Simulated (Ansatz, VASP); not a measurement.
# Two plane-wave programs on Cu

```
CELL_PARAMETERS angstrom
2.52934 0.00000 0.00000
-1.26467 1.97143 0.00000
0.00000 0.00000 8.26394
ATOMIC_POSITIONS crystal
Cu 0.00000 0.00000 0.00000
Cu 0.33333 0.66667 0.25000
Cu 0.00000 0.00000 0.50000
Cu 0.66667 0.33333 0.75000
```

Change from the starting cell: strain -0.1000 x Voigt [0, 1, 0, 0, 0, 0], atoms carried along.

Alike in both runs: task single point; functional r2SCAN; k mesh 24 × 24 × 6; occupations gaussian, width 0.15 eV; no spin polarisation.

|  | VASP | Ansatz |
| --- | --- | --- |
| version | VASP 6.6.1 | Ansatz 0.2.0 |
| potentials or method | VASP PAW PBE potentials, release 64 (Cu), cutoff 520 eV | scalar-relativistic, plane waves, PAW |
| valence electrons in the cell | 44 | 76 |

Ansatz gave:

| Property | Result |
| --- | --- |
| gap on the k mesh at the Fermi level (eV) | none |
| pressure (GPa) | 24.3 |
| traceless stress, the component that is largest in VASP (GPa) | 14.74 |
| rms of the force components (eV/Å) | 0.091 |

Task: Estimate VASP's values.

Result: gap on the k mesh at the Fermi level (eV): none; pressure (GPa): 25.1; traceless stress, the component that is largest in VASP (GPa): 14.67; rms of the force components (eV/Å): 0.091.

VASP's potentials were made for PBE, not for r2SCAN. Atom by atom the forces differ by 0.000 eV/Å (rms over components). A gap of «none» marks a metal or a gap that the smearing closes. With one functional, cell and mesh, what is left measures potentials, basis and numerics. VASP's potentials hold 44 valence electrons a cell and Ansatz's 76, so a difference there can come from the potentials and not from the codes.
